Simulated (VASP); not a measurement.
# AlRu (P4/mmm) in VASP: notebook, part 3 of 4

VASP 6.6.1. Earlier steps stand in the parts before.

## Step 4: Single point, PBEsol (strain -0.0200 x Voigt [1, 0, 0, 0, 0, 0])

INCAR reads:

```
SYSTEM = AlRu
PREC = Accurate
ENCUT = 520
EDIFF = 1E-6
ISMEAR = 0
SIGMA = 0.15
LREAL = .FALSE.
LASPH = .TRUE.
NELM = 100
ALGO = Fast
ISIF = 2
LWAVE = .FALSE.
LCHARG = .FALSE.
GGA = PS
NBANDS = 16
```

KPOINTS reads:

```
Automatic mesh
0
G
  16 16 16
  0 0 0
```

POSCAR reads:

```
AlRu
1.0
    2.9317680000      0.0000000000      0.0000000000
    0.0000000000      2.9916000000      0.0000000000
    0.0000000000      0.0000000000      2.9916000000
Al Ru
1 1
Direct
    0.0000000000      0.0000000000      0.0000000000
    0.5000000000      0.5000000000      0.5000000000
```

Potentials or basis: VASP PAW PBE potentials, release 64 (Al, Ru_pv).

Launch:

```console
> cat potpaw_PBE.64/Al/POTCAR potpaw_PBE.64/Ru_pv/POTCAR > POTCAR
> mpirun -np 1 vasp_std > vasp.out
```

OUTCAR:

```text
SYSTEM = AlRu
   PREC = Accurate
   ENCUT = 520
   EDIFF = 1E-6
   ISMEAR = 0
   LREAL = .FALSE.
   LASPH = .TRUE.
   NELM = 100
   ISIF = 2
   GGA = PS

 ion  position               nearest neighbor table
   1  0.000  0.000  0.000-   2 2.57   2 2.57   2 2.57   2 2.57   2 2.57   2 2.57   2 2.57   2 2.57

   2  0.500  0.500  0.500-   1 2.57   1 2.57   1 2.57   1 2.57   1 2.57   1 2.57   1 2.57   1 2.57

  LATTYP: Found a simple tetragonal cell.
 ALAT       =     2.9916000000
 C/A-ratio  =     0.9800000000

  Lattice vectors:

 A1 = (   0.0000000000,   2.9916000000,   0.0000000000)
 A2 = (   0.0000000000,   0.0000000000,   2.9916000000)
 A3 = (   2.9317680000,   0.0000000000,   0.0000000000)

Analysis of symmetry for initial positions (statically):
=====================================================================
 Subroutine PRICEL returns:
 Original cell was already a primitive cell.

 Routine SETGRP: Setting up the symmetry group for a
 simple tetragonal supercell.

 Subroutine GETGRP returns: Found 16 space group operations
 (whereof 16 operations were pure point group operations)
 out of a pool of 16 trial point group operations.

The static configuration has the point symmetry D_4h.

Analysis of symmetry for dynamics (positions and initial velocities):
=====================================================================
 Subroutine PRICEL returns:
 Original cell was already a primitive cell.

 Routine SETGRP: Setting up the symmetry group for a
 simple tetragonal supercell.

 Subroutine GETGRP returns: Found 16 space group operations
 (whereof 16 operations were pure point group operations)
 out of a pool of 16 trial point group operations.

The dynamic configuration has the point symmetry D_4h.

 Subroutine INISYM returns: Found 16 space group operations
 (whereof 16 operations are pure point group operations),
 and found     1 'primitive' translations

----------------------------------------------------------------------------------------

                                     Primitive cell

  volume of cell :      26.2384

  direct lattice vectors                    reciprocal lattice vectors
     2.931768000  0.000000000  0.000000000     0.341091110  0.000000000  0.000000000
     0.000000000  2.991600000  0.000000000     0.000000000  0.334269287  0.000000000
     0.000000000  0.000000000  2.991600000     0.000000000  0.000000000  0.334269287

  length of vectors
     2.931768000  2.991600000  2.991600000     0.341091110  0.334269287  0.334269287

  position of ions in fractional coordinates (direct lattice)
     0.000000000  0.000000000  0.000000000
     0.500000000  0.500000000  0.500000000

  ion indices of the primitive-cell ions
   primitive index   ion index
                 1           1
                 2           2

----------------------------------------------------------------------------------------

 KPOINTS: Automatic mesh

Automatic generation of k-mesh.
 Grid dimensions read from file:
 generate k-points for:   16   16   16

 Generating k-lattice:

  Cartesian coordinates                     Fractional coordinates (reciprocal lattice)
     0.021318194  0.000000000  0.000000000     0.062500000  0.000000000  0.000000000
     0.000000000  0.020891830  0.000000000     0.000000000  0.062500000  0.000000000
     0.000000000  0.000000000  0.020891830     0.000000000  0.000000000  0.062500000

  Length of vectors
     0.021318194  0.020891830  0.020891830

  Shift w.r.t. Gamma in fractional coordinates (k-lattice)
     0.000000000  0.000000000  0.000000000

 Subroutine IBZKPT returns following result:
 ===========================================

 Found    405 irreducible k-points:

 Following reciprocal coordinates:
            Coordinates               Weight
  0.000000  0.000000  0.000000      1.000000
  0.062500  0.000000  0.000000      2.000000
  0.125000  0.000000  0.000000      2.000000
  0.187500  0.000000  0.000000      2.000000
  0.250000  0.000000  0.000000      2.000000
  0.312500  0.000000  0.000000      2.000000
[... 16 lines left out ...]
  0.250000  0.125000  0.000000      8.000000
  0.312500  0.125000  0.000000      8.000000
 [... further k-points ...]
   k-points           NKPTS =    405   k-points in BZ     NKDIM =    405   number of bands    NBANDS=     16
   number of dos      NEDOS =    301   number of ions     NIONS =      2
   total plane-waves  NPLWV =  13824
   dimension x,y,z NGX =    24 NGY =   24 NGZ =   24
   dimension x,y,z NGXF=    48 NGYF=   48 NGZF=   48
   ions per type =               1   1
   NGX,Y,Z   is equivalent  to a cutoff of  13.61, 13.34, 13.34 a.u.
   NGXF,Y,Z  is equivalent  to a cutoff of  27.22, 26.67, 26.67 a.u.
 SYSTEM =  AlRu
   PREC   = accura    normal or accurate (medium, high low for compatibility)
   ISTART =      0    job   : 0-new  1-cont  2-samecut
   ICHARG =      2    charge: 1-file 2-atom 10-const
   ISPIN  =      1    spin polarized calculation?
   LNONCOLLINEAR =      F non collinear calculations
   LSORBIT =      F    spin-orbit coupling
   LASPH  =      T    aspherical Exc in radial PAW
   ENCUT  =  520.0 eV  38.22 Ry    6.18 a.u.   5.45  5.56  5.56*2*pi/ulx,y,z
   NELM   =    100;   NELMIN=  2; NELMDL= -5     # of ELM steps
   EDIFF  = 0.1E-05   stopping-criterion for ELM
   LREAL  =      F    real-space projection
   EDIFFG = 0.1E-04   stopping-criterion for IOM
   NSW    =      0    number of steps for IOM
   IBRION =     -1    ionic relax: 0-MD 1-quasi-New 2-CG
   NFREE  =      0    steps in history (QN), initial steepest desc. (CG)
   ISIF   =      2    stress and relaxation
   ISYM   =      2    0-nonsym 1-usesym 2-fastsym
   POTIM  = 0.5000    time-step for ionic-motion
   TEBEG  =    0.0;   TEEND  =   0.0 temperature during run
   PSTRESS=    0.0 pullay stress
   NELECT =      17.0000    total number of electrons
   NUPDOWN=      -1.0000    fix difference up-down
   EMIN   =  10.00;   EMAX   =-10.00  energy-range for DOS
   EFERMI =   0.00;   METHOD = LEGACY
   ISMEAR =     0;   SIGMA  =   0.15  broadening in eV -4-tet -1-fermi 0-gaus
   EFERMI_NEDOS =   21; number of points for ismear=-14 and -15
   IALGO  =     68    algorithm
   IMIX   =      4    mixing-type and parameters
     AMIX     =   0.40;   BMIX     =  1.00
     AMIX_MAG =   1.60;   BMIX_MAG =  1.00
  volume/ion in A,a.u.               =      13.12        88.53
  Fermi-wavevector in a.u.,A,eV,Ry     =   1.416595  2.676976 27.303360  2.006740
  Thomas-Fermi vector in A             =   2.537913
   LORBIT       =      0    0 simple, 1 ext, 2 COOP (PROOUT), +10 PAW based schemes
   GGA     = PS    functional components
   LHFCALC =     F    Hartree Fock is set to
   AEXX    =    0.0000 exact exchange contribution
   IVDW    =     0    specifies the selected vdW correction
   LEPSILON=     F    determine dielectric tensor
   LRPA    =     F    only Hartree local field effects (RPA)
 non-spin polarized calculation
 RMM-DIIS sequential band-by-band and
 Gauss-broadening in eV      SIGMA  =   0.15
  energy-cutoff  :      520.00
  volume of cell :       26.24
 maximum number of plane-waves:       731
 NGX is ok and might be reduce to    24
   NGX = 11   NGY = 11   NGZ = 11

 number of electron      16.9999998 magnetization

 Free energy of the ion-electron system (eV)
  ---------------------------------------------------
  ext. energy  EPLUGINS =         0.00000000
  ---------------------------------------------------
  free energy    TOTEN  =       -15.52239313 eV

  energy without entropy =      -15.50389631  energy(sigma->0) =      -15.51314472

 E-fermi :  10.9053     XC(G=0): -12.7912

 val. band max:       10.9022133802   @ k =   0.4375   0.3750   0.2500
 cond. band min:      10.9071600440   @ k =   0.5000   0.1250   0.0625
 fundamental gap:      0.0049466638
 Fermi energy:        10.9053070037

 k-point     1 :       0.0000    0.0000    0.0000
  band No.  band energies     occupation
      1     -30.8387      2.00000
      2     -30.8387      2.00000
      3     -30.8131      2.00000
      4       1.0810      2.00000
      5       7.1766      2.00000
      6       7.1837      2.00000
[... 8 lines left out ...]
     15      22.8857      0.00000
     16      26.3648      0.00000
[... 419 lines left out ...]
 k-point    24 :       0.3125    0.1250    0.0000
  band No.  band energies     occupation
      1     -30.9891      2.00000
      2     -30.8536      2.00000
      3     -30.8203      2.00000
      4       3.1485      2.00000
      5       7.2399      2.00000
      6       7.8808      2.00000
[... 8 lines left out ...]
     15      25.2085      0.00000
     16      25.4055      0.00000

 [... further k-points ...]

------------------------ aborting loop because EDIFF is reached ----------------------------------------

  FORCE on cell =-STRESS in cart. coord.  units (eV):
  Direction    XX          YY          ZZ          XY          YZ          ZX
  --------------------------------------------------------------------------------------
  -------------------------------------------------------------------------------------
  Total        0.5948656     -0.0121481     -0.0121481      0.0000000      0.0000000     -0.0000000
  in kB       36.3239273     -0.7417908     -0.7417908      0.0000000      0.0000000     -0.0000000
  external PRESSURE =      11.6134485 kB  Pullay stress =       0.0000000 kB

 VOLUME and BASIS-vectors are now :
 -----------------------------------------------------------------------------
  energy-cutoff  :      520.00
  volume of cell :       26.24
      direct lattice vectors                 reciprocal lattice vectors
     2.931768000  0.000000000  0.000000000     0.341091110  0.000000000  0.000000000
     0.000000000  2.991600000  0.000000000     0.000000000  0.334269287  0.000000000
     0.000000000  0.000000000  2.991600000     0.000000000  0.000000000  0.334269287

 POSITION                                       TOTAL-FORCE (eV/Angst)
 -----------------------------------------------------------------------------------
      0.00000      0.00000      0.00000         0.000000      0.000000      0.000000
      1.46588      1.49580      1.49580         0.000000      0.000000      0.000000
 -----------------------------------------------------------------------------------
    total drift:                                0.000000     -0.000000     -0.000000

  FREE ENERGIE OF THE ION-ELECTRON SYSTEM (eV)
  ---------------------------------------------------
  free  energy   TOTEN  =       -15.5223931303 eV

  energy  without entropy=      -15.5038963134  energy(sigma->0) =      -15.51314472
```

stdout:

```text
POSCAR found type information on POSCAR AlRu
 POSCAR found :  2 types and       2 ions
 scaLAPACK will be used
 -----------------------------------------------------------------------------
|                                                                             |
|                                                                             |
|     You enforced a specific xc type in the INCAR file but a different       |
|     I HOPE YOU KNOW WHAT YOU ARE DOING!                                     |
|                                                                             |
 -----------------------------------------------------------------------------

 LDA part: xc-table for (Slater+PW92), standard interpolation
 POSCAR, INCAR and KPOINTS ok, starting setup
 FFT: planning ... GRIDC
 FFT: planning ... GRID_SOFT
 FFT: planning ... GRID
 WAVECAR not read
 entering main loop
```

Run time: 79 s. Hardware: 1 thread of AMD EPYC 9R45 (Zen 5), shared host; peak memory 0.24 GiB.

Results:

```
Free energy            : -15.5224 eV
Pressure               : 1.2 GPa
Band gap on the k mesh : zero (an odd number of electrons rules out a gap without spin polarisation)
```

Caveat: the cell differs from its parent crystal (strain -0.0200 x Voigt [1, 0, 0, 0, 0, 0]); the PAW data sets were made with another functional, which shifts forces and pressure a little.

## Step 5: Single point, PBEsol (strain -0.0100 x Voigt [1, 0, 0, 0, 0, 0])

INCAR reads:

```
PREC = Accurate ; ENCUT = 520
EDIFF = 1E-6 ; ISMEAR = 0
SIGMA = 0.15 ; LREAL = F
LASPH = T ; NELM = 80
ALGO = Fast ; ISIF = 2
LWAVE = F ; LCHARG = F
GGA = PS ; NBANDS = 16
```

KPOINTS reads:

```
regular mesh
0
Gamma
  16 16 16
```

Changes to POSCAR since step 4:

```diff
@@ -2,3 +2,3 @@
 1.0
-    2.9317680000      0.0000000000      0.0000000000
+    2.9616840000      0.0000000000      0.0000000000
     0.0000000000      2.9916000000      0.0000000000
```

Potentials or basis: VASP PAW PBE potentials, release 64 (Al, Ru_pv).

Launch:

```console
> cat potpaw_PBE.64/Al/POTCAR potpaw_PBE.64/Ru_pv/POTCAR > POTCAR
> mpirun -np 1 vasp_std > vasp.out
```

OUTCAR:

```text
PREC = Accurate
   ENCUT = 520
   EDIFF = 1E-6
   ISMEAR = 0
   LREAL = F
   LASPH = T
   NELM = 80
   ISIF = 2
   GGA = PS

 ion  position               nearest neighbor table
   1  0.000  0.000  0.000-   2 2.58   2 2.58   2 2.58   2 2.58   2 2.58   2 2.58   2 2.58   2 2.58

   2  0.500  0.500  0.500-   1 2.58   1 2.58   1 2.58   1 2.58   1 2.58   1 2.58   1 2.58   1 2.58

  LATTYP: Found a simple tetragonal cell.
 ALAT       =     2.9916000000
 C/A-ratio  =     0.9900000000

  Lattice vectors:

 A1 = (   0.0000000000,   2.9916000000,   0.0000000000)
 A2 = (   0.0000000000,   0.0000000000,   2.9916000000)
 A3 = (   2.9616840000,   0.0000000000,   0.0000000000)

Analysis of symmetry for initial positions (statically):
=====================================================================
 Subroutine PRICEL returns:
 Original cell was already a primitive cell.

 Routine SETGRP: Setting up the symmetry group for a
 simple tetragonal supercell.

 Subroutine GETGRP returns: Found 16 space group operations
 (whereof 16 operations were pure point group operations)
 out of a pool of 16 trial point group operations.
[... 164 lines left out ...]

 E-fermi :  10.7580     XC(G=0): -12.7387

 val. band max:       10.7576031690   @ k =   0.0625   0.0625   0.0000
 cond. band min:      10.7597607301   @ k =   0.1250   0.4375   0.4375
 fundamental gap:      0.0021575610
 Fermi energy:        10.7579846024

 k-point     1 :       0.0000    0.0000    0.0000
  band No.  band energies     occupation
      1     -30.9775      2.00000
      2     -30.9775      2.00000
      3     -30.9652      2.00000
      4       0.9963      2.00000
      5       7.0903      2.00000
      6       7.0942      2.00000
[... 433 lines left out ...]
      3     -30.9609      2.00000
      4       3.0309      2.00000
      5       7.0861      2.00000
      6       7.7668      2.00000
[... 8 lines left out ...]
     15      24.9417      0.00000
     16      25.1849      0.00000

 [... further k-points ...]

------------------------ aborting loop because EDIFF is reached ----------------------------------------

  FORCE on cell =-STRESS in cart. coord.  units (eV):
  Direction    XX          YY          ZZ          XY          YZ          ZX
  --------------------------------------------------------------------------------------
  -------------------------------------------------------------------------------------
  Total        0.0142938     -0.2789319     -0.2789319      0.0000000      0.0000000      0.0000000
  in kB        0.8639975    -16.8602088    -16.8602088      0.0000000      0.0000000      0.0000000
  external PRESSURE =     -10.9521400 kB  Pullay stress =       0.0000000 kB

 VOLUME and BASIS-vectors are now :
 -----------------------------------------------------------------------------
  energy-cutoff  :      520.00
  volume of cell :       26.51
      direct lattice vectors                 reciprocal lattice vectors
     2.961684000  0.000000000  0.000000000     0.337645745  0.000000000  0.000000000
     0.000000000  2.991600000  0.000000000     0.000000000  0.334269287  0.000000000
     0.000000000  0.000000000  2.991600000     0.000000000  0.000000000  0.334269287

 POSITION                                       TOTAL-FORCE (eV/Angst)
 -----------------------------------------------------------------------------------
      0.00000      0.00000      0.00000         0.000000      0.000000      0.000000
      1.48084      1.49580      1.49580         0.000000      0.000000      0.000000
 -----------------------------------------------------------------------------------
    total drift:                                0.000000     -0.000000     -0.000000

  FREE ENERGIE OF THE ION-ELECTRON SYSTEM (eV)
  ---------------------------------------------------
  free  energy   TOTEN  =       -15.5256608905 eV

  energy  without entropy=      -15.5068535951  energy(sigma->0) =      -15.51625724
```

OSZICAR:

```text
N       E                     dE             d eps       ncg     rms          rms(c)
DAV:   1     0.115382121332E+03    0.11538E+03   -0.91381E+03 13232   0.990E+02
DAV:   2    -0.144305454585E+02   -0.12981E+03   -0.12373E+03 15056   0.293E+02
DAV:   3    -0.163082645274E+02   -0.18777E+01   -0.18718E+01 16760   0.368E+01
DAV:   4    -0.163217978652E+02   -0.13533E-01   -0.13516E-01 16008   0.329E+00
DAV:   5    -0.163219824054E+02   -0.18454E-03   -0.18433E-03 15952   0.368E-01    0.135E+01
RMM:   6    -0.156238268813E+02    0.69816E+00   -0.23270E+00 13329   0.118E+01    0.241E+00
RMM:   7    -0.155440248838E+02    0.79802E-01   -0.14132E-01 13733   0.307E+00    0.204E+00
RMM:   8    -0.155259672467E+02    0.18058E-01   -0.17178E-02 14301   0.928E-01    0.200E-01
RMM:   9    -0.155256661462E+02    0.30110E-03   -0.13079E-03 14814   0.301E-01    0.133E-01
RMM:  10    -0.155256620107E+02    0.41356E-05   -0.19113E-04 15521   0.128E-01    0.304E-02
RMM:  11    -0.155256626733E+02   -0.66267E-06   -0.47819E-05 15388   0.580E-02    0.223E-02
RMM:  12    -0.155256608783E+02    0.17950E-05   -0.14036E-05 15701   0.317E-02    0.876E-03
RMM:  13    -0.155256608905E+02   -0.12250E-07   -0.20646E-06 12251   0.133E-02
   1 F= -.15525661E+02 E0= -.15516257E+02  d E =-.188073E-01
```

stdout:

```text
POSCAR found type information on POSCAR AlRu
 POSCAR found :  2 types and       2 ions
 scaLAPACK will be used
 -----------------------------------------------------------------------------
|                                                                             |
|                                                                             |
|     You enforced a specific xc type in the INCAR file but a different       |
|     I HOPE YOU KNOW WHAT YOU ARE DOING!                                     |
|                                                                             |
 -----------------------------------------------------------------------------

 LDA part: xc-table for (Slater+PW92), standard interpolation
 POSCAR, INCAR and KPOINTS ok, starting setup
 FFT: planning ... GRIDC
 FFT: planning ... GRID_SOFT
 FFT: planning ... GRID
 WAVECAR not read
 entering main loop
```

Run time: 76 s. Hardware: 1 thread of AMD EPYC 9R45 (Zen 5), shared host; peak memory 0.24 GiB.

What came out:

| Item | Value |
| --- | --- |
| Free energy | -15.5257 eV |
| Pressure | -1.1 GPa |
| Band gap on the k mesh | zero (an odd number of electrons rules out a gap without spin polarisation) |

Caveat: the cell differs from its parent crystal (strain -0.0100 x Voigt [1, 0, 0, 0, 0, 0]); the PAW data sets were made with another functional, which shifts forces and pressure a little.

[end of part 3 of 4]
